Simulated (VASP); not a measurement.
# BaHfO3 (Pm-3m) in VASP: further runs

BaHfO3 is run at these levels: PBE; tasks: single point.

All numbers are computed with VASP 6.6.1; they aren't measurements. Logs are shortened: lines on timing, memory, paths and dates and some standing lists are left out, and cuts for length are marked.

### 1 The cell of the first run

Symmetry: Pm-3m, No. 221, cubic system. Conventional cell: a = 4.177 Å, b = 4.177 Å, c = 4.177 Å, α = 90.00°, β = 90.00°, γ = 90.00°. Ba (site symmetry m-3m) has 12 O at 2.95 Å and 8 Hf at 3.62 Å within 3.9 Å. Within 2.8 Å of Hf (site symmetry m-3m) lie 6 O at 2.09 Å. O (site symmetry 4/mmm) has 2 Hf at 2.09 Å within 2.8 Å.

### 2 Single point, PBE

File INCAR:

```
PREC     = Accurate       # precision mode
ENCUT    = 520            # plane-wave cutoff, eV
EDIFF    = 1E-6           # SCF threshold, eV
ISMEAR   = 0              # smearing method
SIGMA    = 0.01           # smearing width, eV
LREAL    = F              # projectors in reciprocal space
LASPH    = T              # aspherical terms in the spheres
NELM     = 60             # most SCF steps
ALGO     = Normal         # electronic algorithm
ISIF     = 2              # what is computed and relaxed
LWAVE    = F              # write WAVECAR
LCHARG   = F              # write CHGCAR
GGA      = PE             # functional
NBANDS   = 27             # bands
```

File KPOINTS:

```
regular mesh
0
Gamma
  6 6 6
```

File POSCAR:

```
BaHfO3
1.0
    4.1770587708      0.0000000000      0.0000000000
    0.0000000000      4.1770587708      0.0000000000
    0.0000000000      0.0000000000      4.1770587708
Ba Hf O
1 1 3
Direct
    0.0000000000      0.0000000000      0.0000000000
    0.5000000000      0.5000000000      0.5000000000
    0.5000000000      0.5000000000      0.0000000000
    0.5000000000      0.0000000000      0.5000000000
    0.0000000000      0.5000000000      0.5000000000
```

Potentials or basis: VASP PAW PBE potentials, release 64 (Ba_sv, Hf_pv, O).

Command:

```console
$ cat potpaw_PBE.64/Ba_sv/POTCAR potpaw_PBE.64/Hf_pv/POTCAR potpaw_PBE.64/O/POTCAR > POTCAR
$ mpirun -np 1 vasp_std > vasp.out
```

OUTCAR:

```text
PREC = Accurate
   ENCUT = 520
   EDIFF = 1E-6
   ISMEAR = 0
   LREAL = F
   LASPH = T
   NELM = 60
   ISIF = 2
   GGA = PE

 ion  position               nearest neighbor table
   1  0.000  0.000  0.000-   3 2.95   4 2.95   5 2.95   4 2.95   5 2.95   3 2.95   5 2.95   5 2.95
                             3 2.95   4 2.95   4 2.95   3 2.95   2 3.62   2 3.62   2 3.62   2 3.62
   2  0.500  0.500  0.500-   3 2.09   4 2.09   5 2.09   3 2.09   4 2.09   5 2.09   1 3.62   1 3.62
                             1 3.62   1 3.62   1 3.62   1 3.62   1 3.62   1 3.62
   3  0.500  0.500  0.000-   2 2.09   2 2.09   1 2.95   1 2.95   1 2.95   1 2.95
   4  0.500  0.000  0.500-   2 2.09   2 2.09   1 2.95   1 2.95   1 2.95   1 2.95
   5  0.000  0.500  0.500-   2 2.09   2 2.09   1 2.95   1 2.95   1 2.95   1 2.95

  LATTYP: Found a simple cubic cell.
 ALAT       =     4.1770587708

  Lattice vectors:

 A1 = (   4.1770587708,   0.0000000000,   0.0000000000)
 A2 = (   0.0000000000,   4.1770587708,   0.0000000000)
 A3 = (   0.0000000000,   0.0000000000,   4.1770587708)

Analysis of symmetry for initial positions (statically):
=====================================================================
 Subroutine PRICEL returns:
 Original cell was already a primitive cell.

 Routine SETGRP: Setting up the symmetry group for a
 simple cubic supercell.

 Subroutine GETGRP returns: Found 48 space group operations
 (whereof 48 operations were pure point group operations)
 out of a pool of 48 trial point group operations.

The static configuration has the point symmetry O_h .

Analysis of symmetry for dynamics (positions and initial velocities):
=====================================================================
 Subroutine PRICEL returns:
 Original cell was already a primitive cell.

 Routine SETGRP: Setting up the symmetry group for a
 simple cubic supercell.

 Subroutine GETGRP returns: Found 48 space group operations
 (whereof 48 operations were pure point group operations)
 out of a pool of 48 trial point group operations.

The dynamic configuration has the point symmetry O_h .

 Subroutine INISYM returns: Found 48 space group operations
 (whereof 48 operations are pure point group operations),
 and found     1 'primitive' translations

----------------------------------------------------------------------------------------

                                     Primitive cell

  volume of cell :      72.8806

  direct lattice vectors                    reciprocal lattice vectors
     4.177058771  0.000000000  0.000000000     0.239402904  0.000000000  0.000000000
     0.000000000  4.177058771  0.000000000     0.000000000  0.239402904  0.000000000
     0.000000000  0.000000000  4.177058771     0.000000000  0.000000000  0.239402904

  length of vectors
     4.177058771  4.177058771  4.177058771     0.239402904  0.239402904  0.239402904

  position of ions in fractional coordinates (direct lattice)
     0.000000000  0.000000000  0.000000000
     0.500000000  0.500000000  0.500000000
     0.500000000  0.500000000  0.000000000
     0.500000000  0.000000000  0.500000000
     0.000000000  0.500000000  0.500000000

  ion indices of the primitive-cell ions
   primitive index   ion index
                 1           1
                 2           2
                 3           3
                 4           4
                 5           5

----------------------------------------------------------------------------------------

 KPOINTS: regular mesh

Automatic generation of k-mesh.
 Grid dimensions read from file:
 generate k-points for:    6    6    6

 Generating k-lattice:

  Cartesian coordinates                     Fractional coordinates (reciprocal lattice)
     0.039900484  0.000000000  0.000000000     0.166666667  0.000000000  0.000000000
     0.000000000  0.039900484  0.000000000     0.000000000  0.166666667  0.000000000
     0.000000000  0.000000000  0.039900484     0.000000000  0.000000000  0.166666667

  Length of vectors
     0.039900484  0.039900484  0.039900484

  Shift w.r.t. Gamma in fractional coordinates (k-lattice)
     0.000000000  0.000000000  0.000000000

 Subroutine IBZKPT returns following result:
 ===========================================

 Found     20 irreducible k-points:

 Following reciprocal coordinates:
            Coordinates               Weight
  0.000000  0.000000  0.000000      1.000000
  0.166667  0.000000  0.000000      6.000000
  0.333333  0.000000  0.000000      6.000000
  0.500000  0.000000  0.000000      3.000000
  0.166667  0.166667  0.000000     12.000000
  0.333333  0.166667  0.000000     24.000000
[... 12 lines left out ...]
  0.500000  0.500000  0.333333      6.000000
  0.500000  0.500000  0.500000      1.000000
   k-points           NKPTS =     20   k-points in BZ     NKDIM =     20   number of bands    NBANDS=     27
   number of dos      NEDOS =    301   number of ions     NIONS =      5
   total plane-waves  NPLWV =  32768
   dimension x,y,z NGX =    32 NGY =   32 NGZ =   32
   dimension x,y,z NGXF=    64 NGYF=   64 NGZF=   64
   ions per type =               1   1   3
   NGX,Y,Z   is equivalent  to a cutoff of  12.74, 12.74, 12.74 a.u.
   NGXF,Y,Z  is equivalent  to a cutoff of  25.47, 25.47, 25.47 a.u.
 SYSTEM =  unknown system
   PREC   = accura    normal or accurate (medium, high low for compatibility)
   ISTART =      0    job   : 0-new  1-cont  2-samecut
   ICHARG =      2    charge: 1-file 2-atom 10-const
   ISPIN  =      1    spin polarized calculation?
   LNONCOLLINEAR =      F non collinear calculations
   LSORBIT =      F    spin-orbit coupling
   LASPH  =      T    aspherical Exc in radial PAW
   ENCUT  =  520.0 eV  38.22 Ry    6.18 a.u.   7.77  7.77  7.77*2*pi/ulx,y,z
   NELM   =     60;   NELMIN=  2; NELMDL= -5     # of ELM steps
   EDIFF  = 0.1E-05   stopping-criterion for ELM
   LREAL  =      F    real-space projection
   EDIFFG = 0.1E-04   stopping-criterion for IOM
   NSW    =      0    number of steps for IOM
   IBRION =     -1    ionic relax: 0-MD 1-quasi-New 2-CG
   NFREE  =      0    steps in history (QN), initial steepest desc. (CG)
   ISIF   =      2    stress and relaxation
   ISYM   =      2    0-nonsym 1-usesym 2-fastsym
   POTIM  = 0.5000    time-step for ionic-motion
   TEBEG  =    0.0;   TEEND  =   0.0 temperature during run
   PSTRESS=    0.0 pullay stress
   NELECT =      38.0000    total number of electrons
   NUPDOWN=      -1.0000    fix difference up-down
   EMIN   =  10.00;   EMAX   =-10.00  energy-range for DOS
   EFERMI =   0.00;   METHOD = LEGACY
   ISMEAR =     0;   SIGMA  =   0.01  broadening in eV -4-tet -1-fermi 0-gaus
   EFERMI_NEDOS =   21; number of points for ismear=-14 and -15
   IALGO  =     38    algorithm
   IMIX   =      4    mixing-type and parameters
     AMIX     =   0.40;   BMIX     =  1.00
     AMIX_MAG =   1.60;   BMIX_MAG =  1.00
  volume/ion in A,a.u.               =      14.58        98.36
  Fermi-wavevector in a.u.,A,eV,Ry     =   1.317646  2.489990 23.622316  1.736191
  Thomas-Fermi vector in A             =   2.447672
   LORBIT       =      0    0 simple, 1 ext, 2 COOP (PROOUT), +10 PAW based schemes
   GGA     = PE    functional components
   LHFCALC =     F    Hartree Fock is set to
   AEXX    =    0.0000 exact exchange contribution
   IVDW    =     0    specifies the selected vdW correction
   LEPSILON=     F    determine dielectric tensor
   LRPA    =     F    only Hartree local field effects (RPA)
 non-spin polarized calculation
 Gauss-broadening in eV      SIGMA  =   0.01
  energy-cutoff  :      520.00
  volume of cell :       72.88
 maximum number of plane-waves:      1984
 NGX is ok and might be reduce to    32
   NGX = 15   NGY = 15   NGZ = 15

 number of electron      38.0000005 magnetization

 Free energy of the ion-electron system (eV)
  ---------------------------------------------------
  ext. energy  EPLUGINS =         0.00000000
  ---------------------------------------------------
  free energy    TOTEN  =       -43.54599888 eV

  energy without entropy =      -43.54599888  energy(sigma->0) =      -43.54599888

 E-fermi :   2.5767     XC(G=0): -10.8234

 val. band max:        2.4402520623   @ k =   0.5000   0.5000   0.5000
 cond. band min:       6.0167274675   @ k =   0.0000   0.0000   0.0000
 fundamental gap:      3.5764754052
 Fermi energy:         2.5767153089

 k-point     1 :       0.0000    0.0000    0.0000
  band No.  band energies     occupation
      1     -26.3561      2.00000
      2     -26.3561      2.00000
      3     -26.3561      2.00000
      4     -22.8204      2.00000
      5     -14.2319      2.00000
      6     -13.6957      2.00000
[... 19 lines left out ...]
     26      10.9229      0.00000
     27      10.9240      0.00000

 k-point     2 :       0.1667    0.0000    0.0000
  band No.  band energies     occupation
      1     -26.3896      2.00000
      2     -26.3551      2.00000
      3     -26.3551      2.00000
      4     -22.8022      2.00000
      5     -14.2163      2.00000
      6     -13.6898      2.00000
[... 19 lines left out ...]
     26      10.8778      0.00000
     27      10.9273      0.00000

 k-point     3 :       0.3333    0.0000    0.0000
  band No.  band energies     occupation
      1     -26.4552      2.00000
      2     -26.3530      2.00000
      3     -26.3530      2.00000
      4     -22.7658      2.00000
      5     -14.2818      2.00000
      6     -13.6776      2.00000
[... 19 lines left out ...]
     26      10.2142      0.00000
     27      10.9174      0.00000

 k-point     4 :       0.5000    0.0000    0.0000
  band No.  band energies     occupation
      1     -26.4873      2.00000
      2     -26.3520      2.00000
      3     -26.3520      2.00000
      4     -22.7476      2.00000
      5     -14.3329      2.00000
      6     -13.6713      2.00000
[... 19 lines left out ...]
     26      10.9845      0.00000
     27      11.0508      0.00000
[... 396 lines left out ...]
      4     -22.6981      2.00000
      5     -13.3670      2.00000
      6     -13.1716      2.00000
[... 19 lines left out ...]
     26      10.8339      0.00000
     27      11.4787      0.00000

 k-point    19 :       0.5000    0.5000    0.3333
  band No.  band energies     occupation
      1     -26.4736      2.00000
      2     -26.4736      2.00000
      3     -26.4419      2.00000
      4     -22.6891      2.00000
      5     -13.2416      2.00000
      6     -13.0211      2.00000
[... 19 lines left out ...]
     26      11.0782      0.00000
     27      11.8033      0.00000

 k-point    20 :       0.5000    0.5000    0.5000
  band No.  band energies     occupation
      1     -26.4723      2.00000
      2     -26.4723      2.00000
      3     -26.4723      2.00000
      4     -22.6795      2.00000
      5     -12.9897      2.00000
      6     -12.9897      2.00000
[... 19 lines left out ...]
     26      11.6792      0.00000
     27      11.6792      0.00000

------------------------ aborting loop because EDIFF is reached ----------------------------------------

  FORCE on cell =-STRESS in cart. coord.  units (eV):
  Direction    XX          YY          ZZ          XY          YZ          ZX
  --------------------------------------------------------------------------------------
  -------------------------------------------------------------------------------------
  Total        1.2970612      1.2970612      1.2970612     -0.0000000     -0.0000000     -0.0000000
  in kB       28.5140756     28.5140756     28.5140756     -0.0000000     -0.0000000     -0.0000000
  external PRESSURE =      28.5140756 kB  Pullay stress =       0.0000000 kB

 VOLUME and BASIS-vectors are now :
 -----------------------------------------------------------------------------
  energy-cutoff  :      520.00
  volume of cell :       72.88
      direct lattice vectors                 reciprocal lattice vectors
     4.177058771  0.000000000  0.000000000     0.239402904  0.000000000  0.000000000
     0.000000000  4.177058771  0.000000000     0.000000000  0.239402904  0.000000000
     0.000000000  0.000000000  4.177058771     0.000000000  0.000000000  0.239402904

 POSITION                                       TOTAL-FORCE (eV/Angst)
 -----------------------------------------------------------------------------------
      0.00000      0.00000      0.00000         0.000000      0.000000      0.000000
      2.08853      2.08853      2.08853         0.000000      0.000000      0.000000
      2.08853      2.08853      0.00000         0.000000      0.000000      0.000000
      2.08853      0.00000      2.08853         0.000000      0.000000      0.000000
      0.00000      2.08853      2.08853         0.000000      0.000000      0.000000
 -----------------------------------------------------------------------------------
    total drift:                                0.000000     -0.000000     -0.000000

  FREE ENERGIE OF THE ION-ELECTRON SYSTEM (eV)
  ---------------------------------------------------
  free  energy   TOTEN  =       -43.5459988815 eV

  energy  without entropy=      -43.5459988815  energy(sigma->0) =      -43.54599888
```

It took 17 s on 1 thread of Intel Xeon Platinum 8488C (Sapphire Rapids), shared host; peak memory 0.2 GiB.

Results:

| Property | Result |
| --- | --- |
| Free energy | -43.5460 eV |
| Pressure | 2.9 GPa |
| Band gap on the k mesh | 3.58 eV, indirect (least direct gap 3.80 eV) |

Levels at points of the mesh, in eV from the valence-band top:
```
           k point  band 16  band 17  band 18  band 19  band 20  band 21  band 22  band 23
(0.00, 0.00, 0.00)    -0.97    -0.22    -0.22    -0.22     3.58     3.58     3.58     4.69
(0.50, 0.00, 0.00)    -1.72    -1.68    -0.53    -0.53     4.14     6.34     6.34     6.49
(0.50, 0.50, 0.00)    -1.02    -0.93    -0.93    -0.08     6.24     6.24     6.58     6.91
(0.50, 0.50, 0.50)    -2.52     0.00     0.00     0.00     6.02     6.02     6.02     7.81
```

Caveat: spin-orbit coupling is left out, which moves the levels of the heavy elements. A k mesh can miss the band edges.

### 3 Single point, PBE

File INCAR:

```
SYSTEM = BaHfO3
PREC     = Accurate       ! precision mode
ENCUT    = 520            ! plane-wave cutoff, eV
EDIFF    = 1E-6           ! SCF threshold, eV
ISMEAR   = 0              ! smearing method
SIGMA    = 0.01           ! smearing width, eV
LREAL    = .FALSE.        ! projectors in reciprocal space
LASPH    = .TRUE.         ! aspherical terms in the spheres
NELM     = 100            ! most SCF steps
ALGO     = Normal         ! electronic algorithm
ISIF     = 2              ! what is computed and relaxed
LWAVE    = .FALSE.        ! write WAVECAR
LCHARG   = .FALSE.        ! write CHGCAR
GGA      = PE             ! functional
NBANDS   = 27             ! bands
```

File KPOINTS:

```
Automatic mesh
0
G
  6 6 6
  0 0 0
```

POSCAR is that of step 2.

Potentials or basis: VASP PAW PBE potentials, release 64 (Ba_sv, Hf_pv, O).

Command:

```console
$ cat potpaw_PBE.64/Ba_sv/POTCAR potpaw_PBE.64/Hf_pv/POTCAR potpaw_PBE.64/O/POTCAR > POTCAR
$ mpirun -np 1 vasp_std > vasp.out
```

Run time: 16 s. Hardware: 1 thread of Intel Xeon Platinum 8488C (Sapphire Rapids), shared host; peak memory 0.19 GiB.

It converged, with:

| Item | Value |
| --- | --- |
| Free energy | -43.5460 eV |
| Pressure | 2.9 GPa |
| Band gap on the k mesh | 3.58 eV, indirect (least direct gap 3.80 eV) |

Levels at points of the mesh, in eV from the valence-band top:
```csv
k point,band 15,band 16,band 17,band 18,band 19,band 20,band 21,band 22,band 23,band 24
"(0.00, 0.00, 0.00)",-0.97,-0.97,-0.22,-0.22,-0.22,3.58,3.58,3.58,4.69,4.69
"(0.50, 0.00, 0.00)",-1.72,-1.72,-1.68,-0.53,-0.53,4.14,6.34,6.34,6.49,6.76
"(0.50, 0.50, 0.00)",-2.41,-1.02,-0.93,-0.93,-0.08,6.24,6.24,6.58,6.91,8.07
"(0.50, 0.50, 0.50)",-2.52,-2.52,0.00,0.00,0.00,6.02,6.02,6.02,7.81,7.81
```

Caveat: spin-orbit coupling is left out, which moves the levels of the heavy elements. A k mesh can miss the band edges.
